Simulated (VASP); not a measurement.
# AlNi in VASP: further runs, part 2 of 2

VASP 6.6.1. Earlier steps stand in the parts before.

### 3 Single point, PBEsol (atom 1 (Al) moved by (-0.200, +0.000) A along [1 1 0] and z)

INCAR

```
ALGO = Fast ; EDIFF = 1E-6
ENCUT = 520 ; GGA = PS
ISIF = 2 ; ISMEAR = 0
LASPH = T ; LCHARG = T
LELF = T ; LREAL = F
LVHAR = T ; LWAVE = F
NBANDS = 14 ; NELM = 60
PREC = Accurate ; SIGMA = 0.15
```

KPOINTS

```
k-points
0
Gamma
  20 20 20
```

POSCAR

```
AlNi
1.0
    2.0213280871     -2.0213497883      0.0000000000
    2.0213280871      2.0213497883      0.0000000000
    0.0000000000      0.0000000000      2.8694088109
Al Ni
1 1
Direct
   -0.0000003756     -0.0699641973      0.0000000000
    0.5000000000      0.5000000000      0.5000000000
```

Potentials or basis: VASP PAW PBE potentials, release 64 (Al, Ni).

Started as:

```
> cat potpaw_PBE.64/Al/POTCAR potpaw_PBE.64/Ni/POTCAR > POTCAR
> mpirun -np 1 vasp_std > vasp.out
```

OUTCAR:

```text
EDIFF = 1E-6
   ENCUT = 520
   GGA = PS
   ISIF = 2
   ISMEAR = 0
   LASPH = T
   LREAL = F
   NELM = 60
   PREC = Accurate

 ion  position               nearest neighbor table
   1  1.000  0.930  0.000-   2 2.37   2 2.37   2 2.37   2 2.37   2 2.60   2 2.60   2 2.60   2 2.60

   2  0.500  0.500  0.500-   1 2.37   1 2.37   1 2.37   1 2.37   1 2.60   1 2.60   1 2.60   1 2.60

  LATTYP: Found a base centered orthorhombic cell.
 ALAT       =     4.0426561742
 B/A-ratio  =     1.0000107361
 C/A-ratio  =     0.7097830454

  Lattice vectors:

 A1 = (   2.0213280871,  -2.0213497883,   0.0000000000)
 A2 = (   2.0213280871,   2.0213497883,   0.0000000000)
 A3 = (   0.0000000000,   0.0000000000,   2.8694088109)

Analysis of symmetry for initial positions (statically):
=====================================================================
 Subroutine PRICEL returns:
 Original cell was already a primitive cell.

 Routine SETGRP: Setting up the symmetry group for a
 base centered orthorhombic supercell.

 Subroutine GETGRP returns: Found  2 space group operations
 (whereof  2 operations were pure point group operations)
 out of a pool of  8 trial point group operations.

The static configuration has the point symmetry C_1h.

Analysis of symmetry for dynamics (positions and initial velocities):
=====================================================================
 Subroutine PRICEL returns:
 Original cell was already a primitive cell.

 Routine SETGRP: Setting up the symmetry group for a
 base centered orthorhombic supercell.

 Subroutine GETGRP returns: Found  2 space group operations
 (whereof  2 operations were pure point group operations)
 out of a pool of  8 trial point group operations.

The dynamic configuration has the point symmetry C_1h.

 Subroutine INISYM returns: Found  2 space group operations
 (whereof  2 operations are pure point group operations),
 and found     1 'primitive' translations

----------------------------------------------------------------------------------------

                                     Primitive cell

  volume of cell :      23.4477

  direct lattice vectors                    reciprocal lattice vectors
     2.021328087 -2.021349788  0.000000000     0.247362120 -0.247359464  0.000000000
     2.021328087  2.021349788  0.000000000     0.247362120  0.247359464  0.000000000
     0.000000000  0.000000000  2.869408811     0.000000000  0.000000000  0.348503844

  length of vectors
     2.858604940  2.858604940  2.869408811     0.349820986  0.349820986  0.348503844

  position of ions in fractional coordinates (direct lattice)
     0.999999624  0.930035803  0.000000000
     0.500000000  0.500000000  0.500000000

  ion indices of the primitive-cell ions
   primitive index   ion index
                 1           1
                 2           2

----------------------------------------------------------------------------------------

 KPOINTS: k-points

Automatic generation of k-mesh.
 Grid dimensions read from file:
 generate k-points for:   20   20   20

 Generating k-lattice:

  Cartesian coordinates                     Fractional coordinates (reciprocal lattice)
     0.012368106 -0.012367973  0.000000000     0.050000000  0.000000000  0.000000000
     0.012368106  0.012367973  0.000000000     0.000000000  0.050000000  0.000000000
[... 44 lines left out ...]
   dimension x,y,z NGXF=    48 NGYF=   48 NGZF=   48
   ions per type =               1   1
   NGX,Y,Z   is equivalent  to a cutoff of  13.96, 13.96, 13.90 a.u.
   NGXF,Y,Z  is equivalent  to a cutoff of  27.92, 27.92, 27.81 a.u.
 SYSTEM =  unknown system
   PREC   = accura    normal or accurate (medium, high low for compatibility)
   ISTART =      0    job   : 0-new  1-cont  2-samecut
   ICHARG =      2    charge: 1-file 2-atom 10-const
   ISPIN  =      1    spin polarized calculation?
   LNONCOLLINEAR =      F non collinear calculations
   LSORBIT =      F    spin-orbit coupling
   LASPH  =      T    aspherical Exc in radial PAW
   ENCUT  =  520.0 eV  38.22 Ry    6.18 a.u.   5.32  5.32  5.34*2*pi/ulx,y,z
   NELM   =     60;   NELMIN=  2; NELMDL= -5     # of ELM steps
   EDIFF  = 0.1E-05   stopping-criterion for ELM
   LREAL  =      F    real-space projection
   EDIFFG = 0.1E-04   stopping-criterion for IOM
   NSW    =      0    number of steps for IOM
   IBRION =     -1    ionic relax: 0-MD 1-quasi-New 2-CG
   NFREE  =      0    steps in history (QN), initial steepest desc. (CG)
   ISIF   =      2    stress and relaxation
   ISYM   =      2    0-nonsym 1-usesym 2-fastsym
   POTIM  = 0.5000    time-step for ionic-motion
   TEBEG  =    0.0;   TEEND  =   0.0 temperature during run
   PSTRESS=    0.0 pullay stress
   NELECT =      13.0000    total number of electrons
   NUPDOWN=      -1.0000    fix difference up-down
   EMIN   =  10.00;   EMAX   =-10.00  energy-range for DOS
   EFERMI =   0.00;   METHOD = LEGACY
   ISMEAR =     0;   SIGMA  =   0.15  broadening in eV -4-tet -1-fermi 0-gaus
   EFERMI_NEDOS =   21; number of points for ismear=-14 and -15
   IALGO  =     68    algorithm
   IMIX   =      4    mixing-type and parameters
     AMIX     =   0.40;   BMIX     =  1.00
     AMIX_MAG =   1.60;   BMIX_MAG =  1.00
  volume/ion in A,a.u.               =      11.72        79.12
  Fermi-wavevector in a.u.,A,eV,Ry     =   1.344897  2.541487 24.609512  1.808748
  Thomas-Fermi vector in A             =   2.472854
   LORBIT       =      0    0 simple, 1 ext, 2 COOP (PROOUT), +10 PAW based schemes
   GGA     = PS    functional components
   LHFCALC =     F    Hartree Fock is set to
   AEXX    =    0.0000 exact exchange contribution
   IVDW    =     0    specifies the selected vdW correction
   LEPSILON=     F    determine dielectric tensor
   LRPA    =     F    only Hartree local field effects (RPA)
 non-spin polarized calculation
 RMM-DIIS sequential band-by-band and
 Gauss-broadening in eV      SIGMA  =   0.15
  energy-cutoff  :      520.00
  volume of cell :       23.45
 maximum number of plane-waves:       655
 NGX is ok and might be reduce to    24
   NGX = 11   NGY = 11   NGZ = 11

 number of electron      13.0000011 magnetization

 Free energy of the ion-electron system (eV)
  ---------------------------------------------------
  ext. energy  EPLUGINS =         0.00000000
  ---------------------------------------------------
  free energy    TOTEN  =       -11.46564072 eV

  energy without entropy =      -11.45600879  energy(sigma->0) =      -11.46082476

 E-fermi :  10.1419     XC(G=0): -12.2515

 val. band max:       10.1419378296   @ k =   0.2500  -0.4500  -0.4000
 cond. band min:      10.1420665841   @ k =   0.1000   0.3500  -0.1500
 fundamental gap:      0.0001287546
 Fermi energy:        10.1419474802

 k-point     1 :       0.0000    0.0000    0.0000
  band No.  band energies     occupation
      1      -1.1136      2.00000
      2       6.7562      2.00000
      3       6.8013      2.00000
      4       8.5044      2.00000
      5       8.5453      2.00000
      6       8.5564      2.00000
      7      15.6566      0.00000
      8      15.7930      0.00000
      9      15.8047      0.00000
     10      18.4008      0.00000
     11      18.4554      0.00000
     12      23.9655      0.00000
     13      30.9241      0.00000
     14      31.0213      0.00000
[... 377 lines left out ...]
      1      -0.8805      2.00000
      2       6.7948      2.00000
      3       6.8018      2.00000
      4       8.4547      2.00000
      5       8.4621      2.00000
      6       8.4972      2.00000
      7      14.1932      0.00000
      8      15.5119      0.00000
      9      15.9619      0.00000
     10      18.7656      0.00000
     11      20.0812      0.00000
     12      24.7273      0.00000
     13      28.8750      0.00000
     14      29.3809      0.00000

 [... further k-points ...]

------------------------ aborting loop because EDIFF is reached ----------------------------------------

  FORCE on cell =-STRESS in cart. coord.  units (eV):
  Direction    XX          YY          ZZ          XY          YZ          ZX
  --------------------------------------------------------------------------------------
  -------------------------------------------------------------------------------------
  Total        0.3944599      0.3940670      0.5199472     -0.1633415      0.0000000      0.0000000
  in kB       26.9533519     26.9265005     35.5278648    -11.1610817      0.0000000      0.0000000
  external PRESSURE =      29.8025724 kB  Pullay stress =       0.0000000 kB

 VOLUME and BASIS-vectors are now :
 -----------------------------------------------------------------------------
  energy-cutoff  :      520.00
  volume of cell :       23.45
      direct lattice vectors                 reciprocal lattice vectors
     2.021328087 -2.021349788  0.000000000     0.247362120 -0.247359464  0.000000000
     2.021328087  2.021349788  0.000000000     0.247362120  0.247359464  0.000000000
     0.000000000  0.000000000  2.869408811     0.000000000  0.000000000  0.348503844

 POSITION                                       TOTAL-FORCE (eV/Angst)
 -----------------------------------------------------------------------------------
      3.90123     -0.14142      0.00000         0.882502      0.882414      0.000000
      2.02133      0.00000      1.43470        -0.882502     -0.882414      0.000000
 -----------------------------------------------------------------------------------
    total drift:                                0.000648      0.000648     -0.000000

  FREE ENERGIE OF THE ION-ELECTRON SYSTEM (eV)
  ---------------------------------------------------
  free  energy   TOTEN  =       -11.4656407201 eV

  energy  without entropy=      -11.4560087924  energy(sigma->0) =      -11.46082476
```

It took 14 min on 1 thread of Intel Xeon 8259CL, shared host; peak memory 0.81 GiB.

What came out:

| Property | Result |
| --- | --- |
| Free energy | -11.4656 eV |
| Pressure | 3.0 GPa |
| Largest force | 1.248 eV/Å |
| Band gap on the k mesh | zero (an odd number of electrons rules out a gap without spin polarisation) |

Forces in eV/Å, atoms in the order of the input:
```
Al   0.883  0.882  0.000
Ni  -0.883 -0.882  0.000
```

Levels at points of the mesh, in eV from the Fermi level:
```tsv
k point	band 4	band 5	band 6	band 7	band 8	band 9	band 10	band 11
(0.00, 0.00, 0.00)	-1.64	-1.60	-1.59	5.51	5.65	5.66	8.26	8.31
(0.50, 0.00, 0.00)	-2.38	-2.29	-1.51	-0.68	8.40	10.04	10.35	10.88
(0.00, 0.50, 0.00)	-2.32	-2.30	-1.55	-0.63	8.43	9.87	9.99	11.20
(0.50, 0.50, 0.00)	-2.71	-2.21	-2.15	-1.05	1.53	2.58	12.52	15.05
(0.00, 0.00, 0.50)	-2.36	-2.29	-1.50	-0.71	8.40	10.16	10.33	10.85
(0.50, 0.00, 0.50)	-3.01	-2.02	-2.02	-1.07	1.45	2.55	12.72	14.43
(0.00, 0.50, 0.50)	-2.73	-2.19	-2.14	-1.06	1.50	2.55	12.61	15.15
(0.50, 0.50, 0.50)	-1.04	-1.01	1.86	1.87	2.04	3.54	4.66	4.70
```

Caveat: the cell differs from its parent crystal (atom 1 (Al) moved by (-0.200, +0.000) A along [1 1 0] and z); the PAW data sets were made with another functional, which shifts forces and pressure a little. Spin polarisation is off, so any magnetic state and its effect on volume and gap are missing.
